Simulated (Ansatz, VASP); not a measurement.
**Pb in VASP and in Ansatz**

The input INCAR:

```
ALGO = Normal ; EDIFF = 1E-7
ENCUT = 520 ; GGA = PS
ISIF = 2 ; ISMEAR = -1
LASPH = T ; LCHARG = F
LREAL = F ; LWAVE = F
NBANDS = 13 ; NELM = 80
PREC = Accurate ; SIGMA = 0.05
```

The input KPOINTS:

```
k-points
0
Gamma
  13 13 13
```

File POSCAR:

```
Pb
1.0
    2.9281989694      0.0000000000      0.0000000000
    0.0000000000      2.9281989694      0.0000000000
    0.0000000000      0.0000000000      2.9281989694
Pb
1
Direct
    0.0000000000      0.0000000000      0.0000000000
```

Input for Ansatz:

```yaml
crystal:
  lattice:
    - [2.9281989694, 0.0, 0.0]
    - [0.0, 2.9281989694, 0.0]
    - [0.0, 0.0, 2.9281989694]
  atoms:
    - { symbol: Pb, position: [0.0, 0.0, 0.0] }
kpoints:
  mp_grid: { grid: [13, 13, 13] }
scf:
  occupations: { method: fermi_dirac, width: 0.05 }
hamiltonian:
  xc: pbesol
  pseudopotentials: { kind: all_electron, lapw: { basis_error: 0.001 } }
output:
  forces: true
  stress: true
  eigenvalues: true
  populations: true
```

Change from the starting cell: volume scaled by 0.78, LAPW.

Alike in both runs: task single point; functional PBEsol; k mesh 13 × 13 × 13; occupations fermi-dirac, width 0.05 eV; no spin polarisation.

|  | VASP | Ansatz |
| --- | --- | --- |
| version | VASP 6.6.1 | Ansatz 0.2.0 |
| potentials or method | VASP PAW PBE potentials, release 64 (Pb_d), cutoff 520 eV | all-electron LAPW, scalar-relativistic |

```tsv
	VASP	Ansatz	Ansatz less VASP
pressure (GPa)	19.8	19.9	+0.10
```

VASP's potentials were made for PBE, not for PBEsol. Ansatz ran all-electron here, and VASP with PAW potentials.

Neither program's run includes spin-orbit coupling.
